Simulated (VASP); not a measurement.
NbTc:

```
CELL_PARAMETERS angstrom
1.59333 -2.29839 0.00000
1.59333 2.29839 0.00000
0.00000 0.00000 4.41447
ATOMIC_POSITIONS crystal
Nb 0.00000 0.00000 0.00000
Tc 0.50000 0.50000 0.50000
```

* Program: VASP 6.6.1
* Task: relaxation of cell and atoms
* Functional: LDA
* Potentials or basis: VASP PAW LDA potentials, release 64 (Nb_sv, Tc_pv)
* Cutoff: 600 eV
* k mesh: 11 × 11 × 7
* Occupations: gaussian, width 0.1 eV
* Spin: no spin polarisation

At the start: pressure -12.1 GPa; volume 16.17 Å³/atom.

Problem. Where does the relaxation end?

Solution. Over 10 steps the energy falls by 31.5 meV/atom and the volume is 15.37 Å³/atom (-4.9 %); space group Cmmm (No. 65, to 0.1 Å) before and after.

Step by step:
```
step  energy change (eV)  largest force (eV/Å)  pressure (GPa)  volume (Å³)
   1              0.0000                0.0000          -12.12        32.33
   2              0.4245                0.0000           45.73        26.94
   3             -0.0627                0.0000           -0.73        30.82
   4             -0.0629                0.0000           -0.11        30.75
   5             -0.0629                0.0000            0.16        30.72
   6             -0.0629                0.0000           -0.39        30.78
   7             -0.0630                0.0000           -0.24        30.76
   8             -0.0630                0.0000            0.05        30.73
   9             -0.0630                0.0000            0.02        30.73
  10             -0.0630                0.0000           -0.01        30.73
```

Final structure:
```yaml
crystal:
  lattice:
    - [1.56479, -2.25913, 0.00000]
    - [1.56479, 2.25913, 0.00000]
    - [0.00000, 0.00000, 4.34685]
  atoms:
    - { symbol: Nb, position: [0.00000, 0.00000, 0.00000] }
    - { symbol: Tc, position: [0.50000, 0.50000, 0.50000] }
```
